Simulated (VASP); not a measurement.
RbCl:

```
Rb Cl
1.0
     0.00000    3.30871    3.30871
     3.30871    0.00000    3.30871
     3.30871    3.30871    0.00000
Rb Cl
1 1
Cartesian
  0.0000 0.0000 0.0000
  3.3087 3.3087 3.3087
```

Base run:

| Property | Result |
| --- | --- |
| Program | VASP 6.6.1 |
| Functional | PBEsol |
| Potentials or basis | VASP PAW PBE potentials, release 64 (Rb_sv, Cl) |
| Cutoff | 500 eV |
| k mesh | 4 × 4 × 4 |
| Occupations | gaussian, width 0.1 eV |
| Spin | no spin polarisation |

Its results: band gap on the k mesh 4.80 eV; pressure -0.5 GPa.

The run is repeated on the same cell with these changes: functional from PBEsol to PBE. What comes out?

Band gap on the k mesh 4.95 eV; pressure 0.6 GPa.

PBE binds less tightly than PBEsol, so the same cell stands under more pressure.

Caveats: the PAW data sets were made with another functional, which shifts forces and pressure a little (at least some runs).

